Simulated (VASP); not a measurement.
# HfO2 (P6/mmm) in VASP: a series of runs

The runs below take HfO2 through single point, with PBEsol.

All numbers are computed with VASP 6.6.1; they aren't measurements. Logs are shortened: lines on timing, memory, paths and dates and some standing lists are left out, and cuts for length are marked.

**1. The cell of the first run**

The structure is hexagonal, space group P6/mmm (No. 191). Conventional cell: a = 3.556 Å, b = 3.556 Å, c = 2.669 Å, α = 90.00°, β = 90.00°, γ = 120.00°. Within 3.2 Å of Hf (site symmetry 6/mmm) lie 12 O at 2.45 Å and 2 Hf at 2.67 Å. Within 2.7 Å of O (site symmetry -6m2) lie 5 O at 2.05 to 2.67 Å and 6 Hf at 2.45 Å.

**2. Single point, PBEsol**

Input file INCAR:

```
PREC = Accurate
ENCUT = 520
EDIFF = 1E-6
ISMEAR = -1
SIGMA = 0.02
LREAL = F
LASPH = T
NELM = 80
ALGO = Normal
ISIF = 2
LWAVE = F
LCHARG = T
GGA = PS
LELF = T
LVHAR = T
NBANDS = 18
```

Input file KPOINTS:

```
Automatic mesh
0
Gamma
  7 7 7
```

Input file POSCAR:

```
HfO2
1.0
    3.5557758947      0.0000000000      0.0000000000
   -1.7778879474      3.0793922550      0.0000000000
    0.0000000000      0.0000000000      2.6694404495
Hf O
1 2
Direct
    0.0000000000      0.0000000000      0.0000000000
    0.3333333333      0.6666666667      0.5000000000
    0.6666666667      0.3333333333      0.5000000000
```

Potentials or basis: VASP PAW PBE potentials, release 64 (Hf_pv, O).

Launch:

```console
> cat potpaw_PBE.64/Hf_pv/POTCAR potpaw_PBE.64/O/POTCAR > POTCAR
> mpirun -np 1 vasp_std > vasp.out
```

OUTCAR:

```text
PREC = Accurate
   ENCUT = 520
   EDIFF = 1E-6
   ISMEAR = -1
   LREAL = F
   LASPH = T
   NELM = 80
   ISIF = 2
   GGA = PS

 ion  position               nearest neighbor table
   1  0.000  0.000  0.000-   2 2.45   3 2.45   2 2.45   3 2.45   3 2.45   3 2.45   2 2.45   2 2.45
                             3 2.45   3 2.45   2 2.45   2 2.45
   2  0.333  0.667  0.500-   1 2.45   1 2.45   1 2.45   1 2.45   1 2.45   1 2.45
   3  0.667  0.333  0.500-   1 2.45   1 2.45   1 2.45   1 2.45   1 2.45   1 2.45

  LATTYP: Found a hexagonal cell.
 ALAT       =     3.5557758947
 C/A-ratio  =     0.7507336032

  Lattice vectors:

 A1 = (   3.5557758947,   0.0000000000,   0.0000000000)
 A2 = (  -1.7778879474,   3.0793922550,   0.0000000000)
 A3 = (   0.0000000000,   0.0000000000,   2.6694404495)

Analysis of symmetry for initial positions (statically):
=====================================================================
 Subroutine PRICEL returns:
 Original cell was already a primitive cell.

 Routine SETGRP: Setting up the symmetry group for a
 hexagonal supercell.

 Subroutine GETGRP returns: Found 24 space group operations
 (whereof 24 operations were pure point group operations)
 out of a pool of 24 trial point group operations.

The static configuration has the point symmetry D_6h.

Analysis of symmetry for dynamics (positions and initial velocities):
=====================================================================
 Subroutine PRICEL returns:
 Original cell was already a primitive cell.

 Routine SETGRP: Setting up the symmetry group for a
 hexagonal supercell.

 Subroutine GETGRP returns: Found 24 space group operations
 (whereof 24 operations were pure point group operations)
 out of a pool of 24 trial point group operations.

The dynamic configuration has the point symmetry D_6h.

 Subroutine INISYM returns: Found 24 space group operations
 (whereof 24 operations are pure point group operations),
 and found     1 'primitive' translations

----------------------------------------------------------------------------------------

                                     Primitive cell

  volume of cell :      29.2294

  direct lattice vectors                    reciprocal lattice vectors
     3.555775895  0.000000000  0.000000000     0.281232572  0.162369701  0.000000000
    -1.777887947  3.079392255  0.000000000     0.000000000  0.324739402  0.000000000
     0.000000000  0.000000000  2.669440450     0.000000000  0.000000000  0.374610342

  length of vectors
     3.555775895  3.555775895  2.669440450     0.324739402  0.324739402  0.374610342

  position of ions in fractional coordinates (direct lattice)
     0.000000000  0.000000000  0.000000000
     0.333333333  0.666666667  0.500000000
     0.666666667  0.333333333  0.500000000

  ion indices of the primitive-cell ions
   primitive index   ion index
                 1           1
                 2           2
                 3           3

----------------------------------------------------------------------------------------

 KPOINTS: Automatic mesh

Automatic generation of k-mesh.
 Grid dimensions read from file:
 generate k-points for:    7    7    7

 Generating k-lattice:

  Cartesian coordinates                     Fractional coordinates (reciprocal lattice)
     0.040176082  0.023195672  0.000000000     0.142857143  0.000000000  0.000000000
     0.000000000  0.046391343  0.000000000     0.000000000  0.142857143  0.000000000
     0.000000000  0.000000000  0.053515763     0.000000000  0.000000000  0.142857143

  Length of vectors
     0.046391343  0.046391343  0.053515763

  Shift w.r.t. Gamma in fractional coordinates (k-lattice)
     0.000000000  0.000000000  0.000000000

 Subroutine IBZKPT returns following result:
 ===========================================

 Found     32 irreducible k-points:

 Following reciprocal coordinates:
            Coordinates               Weight
  0.000000  0.000000  0.000000      1.000000
  0.142857 -0.000000  0.000000      6.000000
  0.285714 -0.000000  0.000000      6.000000
  0.428571 -0.000000  0.000000      6.000000
  0.142857  0.142857  0.000000      6.000000
  0.285714  0.142857  0.000000     12.000000
[... 16 lines left out ...]
  0.428571  0.142857  0.285714     12.000000
  0.285714  0.285714  0.285714     12.000000
 [... further k-points ...]
   k-points           NKPTS =     32   k-points in BZ     NKDIM =     32   number of bands    NBANDS=     18
   number of dos      NEDOS =    301   number of ions     NIONS =      3
   total plane-waves  NPLWV =  15680
   dimension x,y,z NGX =    28 NGY =   28 NGZ =   20
   dimension x,y,z NGXF=    56 NGYF=   56 NGZF=   40
   ions per type =               1   2
   NGX,Y,Z   is equivalent  to a cutoff of  13.09, 13.09, 12.46 a.u.
   NGXF,Y,Z  is equivalent  to a cutoff of  26.18, 26.18, 24.91 a.u.
 SYSTEM =  unknown system
   PREC   = accura    normal or accurate (medium, high low for compatibility)
   ISTART =      0    job   : 0-new  1-cont  2-samecut
   ICHARG =      2    charge: 1-file 2-atom 10-const
   ISPIN  =      1    spin polarized calculation?
   LNONCOLLINEAR =      F non collinear calculations
   LSORBIT =      F    spin-orbit coupling
   LASPH  =      T    aspherical Exc in radial PAW
   ENCUT  =  520.0 eV  38.22 Ry    6.18 a.u.   6.61  6.61  4.96*2*pi/ulx,y,z
   NELM   =     80;   NELMIN=  2; NELMDL= -5     # of ELM steps
   EDIFF  = 0.1E-05   stopping-criterion for ELM
   LREAL  =      F    real-space projection
   EDIFFG = 0.1E-04   stopping-criterion for IOM
   NSW    =      0    number of steps for IOM
   IBRION =     -1    ionic relax: 0-MD 1-quasi-New 2-CG
   NFREE  =      0    steps in history (QN), initial steepest desc. (CG)
   ISIF   =      2    stress and relaxation
   ISYM   =      2    0-nonsym 1-usesym 2-fastsym
   POTIM  = 0.5000    time-step for ionic-motion
   TEBEG  =    0.0;   TEEND  =   0.0 temperature during run
   PSTRESS=    0.0 pullay stress
   NELECT =      22.0000    total number of electrons
   NUPDOWN=      -1.0000    fix difference up-down
   EMIN   =  10.00;   EMAX   =-10.00  energy-range for DOS
   EFERMI =   0.00;   METHOD = LEGACY
   ISMEAR =    -1;   SIGMA  =   0.02  broadening in eV -4-tet -1-fermi 0-gaus
   EFERMI_NEDOS =   21; number of points for ismear=-14 and -15
   IALGO  =     38    algorithm
   IMIX   =      4    mixing-type and parameters
     AMIX     =   0.40;   BMIX     =  1.00
     AMIX_MAG =   1.60;   BMIX_MAG =  1.00
  volume/ion in A,a.u.               =       9.74        65.75
  Fermi-wavevector in a.u.,A,eV,Ry     =   1.489164  2.814112 30.172406  2.217609
  Thomas-Fermi vector in A             =   2.602107
   LORBIT       =      0    0 simple, 1 ext, 2 COOP (PROOUT), +10 PAW based schemes
   GGA     = PS    functional components
   LHFCALC =     F    Hartree Fock is set to
   AEXX    =    0.0000 exact exchange contribution
   IVDW    =     0    specifies the selected vdW correction
   LEPSILON=     F    determine dielectric tensor
   LRPA    =     F    only Hartree local field effects (RPA)
 non-spin polarized calculation
  energy-cutoff  :      520.00
  volume of cell :       29.23
 maximum number of plane-waves:       808
 NGX is ok and might be reduce to    28
   NGX = 13   NGY = 13   NGZ =  9

 number of electron      21.9999991 magnetization

 Free energy of the ion-electron system (eV)
  ---------------------------------------------------
  ext. energy  EPLUGINS =         0.00000000
  ---------------------------------------------------
  free energy    TOTEN  =       -25.93691345 eV

  energy without entropy =      -25.93333512  energy(sigma->0) =      -25.93512429

 E-fermi :   6.7317     XC(G=0): -13.0378

 val. band max:        6.7160614801   @ k =   0.2857   0.1429   0.4286
 cond. band min:       6.7663365639   @ k =   0.4286   0.1429   0.1429
 fundamental gap:      0.0502750837
 Fermi energy:         6.7317164246

 k-point     1 :       0.0000    0.0000    0.0000
  band No.  band energies     occupation
      1     -24.6090      2.00000
      2     -24.6090      2.00000
      3     -23.8069      2.00000
      4     -14.3278      2.00000
      5      -9.2027      2.00000
      6      -0.2624      2.00000
[... 10 lines left out ...]
     17      12.2692      0.00000
     18      18.7341      0.00000

 k-point     2 :       0.1429   -0.0000    0.0000
  band No.  band energies     occupation
      1     -24.6744      2.00000
      2     -24.6208      2.00000
      3     -23.8026      2.00000
      4     -14.0588      2.00000
      5      -9.5807      2.00000
      6      -0.1620      2.00000
[... 10 lines left out ...]
     17      12.4916      0.00000
     18      18.7334      0.00000

 k-point     3 :       0.2857   -0.0000    0.0000
  band No.  band energies     occupation
      1     -24.8155      2.00000
      2     -24.6471      2.00000
      3     -23.7930      2.00000
      4     -13.3565      2.00000
      5     -10.4123      2.00000
      6       0.0581      2.00000
[... 10 lines left out ...]
     17      13.0873      0.00000
     18      18.7278      0.00000

 k-point     4 :       0.4286   -0.0000    0.0000
  band No.  band energies     occupation
      1     -24.9236      2.00000
      2     -24.6680      2.00000
      3     -23.7853      2.00000
      4     -12.4939      2.00000
      5     -11.2922      2.00000
      6       0.1543      2.00000
[... 10 lines left out ...]
     17      14.4339      0.00000
     18      17.1750      0.00000

 k-point     5 :       0.1429    0.1429    0.0000
  band No.  band energies     occupation
      1     -24.7677      2.00000
      2     -24.6495      2.00000
      3     -23.7957      2.00000
      4     -13.5745      2.00000
      5     -10.1631      2.00000
      6      -0.3273      2.00000
[... 10 lines left out ...]
     17      12.8143      0.00000
     18      18.7314      0.00000

 k-point     6 :       0.2857    0.1429    0.0000
  band No.  band energies     occupation
      1     -24.8720      2.00000
      2     -24.6926      2.00000
      3     -23.7870      2.00000
      4     -12.7962      2.00000
      5     -10.9505      2.00000
      6      -0.8714      2.00000
[... 10 lines left out ...]
     17      14.0073      0.00000
     18      18.6782      0.00000

 k-point     7 :       0.4286    0.1429    0.0000
  band No.  band energies     occupation
      1     -24.9162      2.00000
      2     -24.7124      2.00000
      3     -23.7832      2.00000
      4     -12.1689      2.00000
      5     -11.5478      2.00000
      6      -1.1871      2.00000
[... 10 lines left out ...]
     17      15.1910      0.00000
     18      17.0094      0.00000

 k-point     8 :       0.2857    0.2857    0.0000
  band No.  band energies     occupation
      1     -24.8687      2.00000
      2     -24.7777      2.00000
      3     -23.7822      2.00000
      4     -12.1402      2.00000
      5     -11.5022      2.00000
      6      -1.7459      2.00000
[... 10 lines left out ...]
     17      15.1213      0.00000
     18      18.4526      0.00000
[... 229 lines left out ...]
     17      14.8453      0.00000
     18      18.7385      0.00000

 k-point    20 :       0.4286   -0.0000    0.2857
  band No.  band energies     occupation
      1     -24.9720      2.00000
      2     -24.7061      2.00000
      3     -24.5154      2.00000
      4     -12.3850      2.00000
      5     -10.7754      2.00000
      6      -0.3324      2.00000
[... 10 lines left out ...]
     17      14.5829      0.00000
     18      18.7410      0.00000

 k-point    21 :       0.1429    0.1429    0.2857
  band No.  band energies     occupation
      1     -25.0144      2.00000
      2     -24.5836      2.00000
      3     -24.4992      2.00000
      4     -13.0104      2.00000
      5      -9.7548      2.00000
      6      -0.2411      2.00000
[... 10 lines left out ...]
     17      14.8054      0.00000
     18      18.7379      0.00000

 k-point    22 :       0.2857    0.1429    0.2857
  band No.  band energies     occupation
      1     -24.9801      2.00000
      2     -24.6652      2.00000
      3     -24.5333      2.00000
      4     -12.5311      2.00000
      5     -10.5623      2.00000
      6      -0.4161      2.00000
[... 10 lines left out ...]
     17      14.5669      0.00000
     18      18.7395      0.00000

 k-point    23 :       0.4286    0.1429    0.2857
  band No.  band energies     occupation
      1     -24.9631      2.00000
      2     -24.7020      2.00000
      3     -24.5488      2.00000
      4     -12.1536      2.00000
      5     -11.0771      2.00000
      6      -0.4569      2.00000
[... 10 lines left out ...]
     17      14.2040      0.00000
     18      18.7439      0.00000

 k-point    24 :       0.2857    0.2857    0.2857
  band No.  band energies     occupation
      1     -24.9598      2.00000
      2     -24.6659      2.00000
      3     -24.5981      2.00000
      4     -12.0074      2.00000
      5     -11.2507      2.00000
      6      -0.4986      2.00000
[... 10 lines left out ...]
     17      13.9125      0.00000
     18      18.7403      0.00000

 [... further k-points ...]
[... 5 lines left out ...]
  --------------------------------------------------------------------------------------
  -------------------------------------------------------------------------------------
  Total       -0.5392545     -0.5392545     -0.5665838      0.0000000      0.0000000      0.0000000
  in kB      -29.5586604    -29.5586604    -31.0566837      0.0000000      0.0000000      0.0000000
  external PRESSURE =     -30.0580015 kB  Pullay stress =       0.0000000 kB

 VOLUME and BASIS-vectors are now :
 -----------------------------------------------------------------------------
  energy-cutoff  :      520.00
  volume of cell :       29.23
      direct lattice vectors                 reciprocal lattice vectors
     3.555775895  0.000000000  0.000000000     0.281232572  0.162369701  0.000000000
    -1.777887947  3.079392255  0.000000000     0.000000000  0.324739402  0.000000000
     0.000000000  0.000000000  2.669440450     0.000000000  0.000000000  0.374610342

 POSITION                                       TOTAL-FORCE (eV/Angst)
 -----------------------------------------------------------------------------------
      0.00000      0.00000      0.00000        -0.000000     -0.000000      0.000000
     -0.00000      2.05293      1.33472         0.000000      0.000000      0.000000
      1.77789      1.02646      1.33472        -0.000000     -0.000000      0.000000
 -----------------------------------------------------------------------------------
    total drift:                               -0.000000      0.000000     -0.000000

  FREE ENERGIE OF THE ION-ELECTRON SYSTEM (eV)
  ---------------------------------------------------
  free  energy   TOTEN  =       -25.9369134522 eV

  energy  without entropy=      -25.9333351179  energy(sigma->0) =      -25.93512429
```

Run time: 27 s. Hardware: 1 thread of Intel Xeon 8259CL, shared host; peak memory 0.15 GiB.

Results:

```yaml
Free_energy: -25.9369 eV
Pressure: -3.0 GPa
Band_gap_on_the_k_mesh: zero (band 11 reaches 7.55 eV, above the bottom of band 12 at 5.76 eV)
```

Stress tensor (GPa, compression positive):
```
-2.96  0.00  0.00
 0.00 -2.96  0.00
 0.00  0.00 -3.11
```

Caveat: the PAW data sets were made with another functional, which shifts forces and pressure a little; spin-orbit coupling is left out, which moves the levels of the heavy elements.

(Part 1 of 2 ends here.)
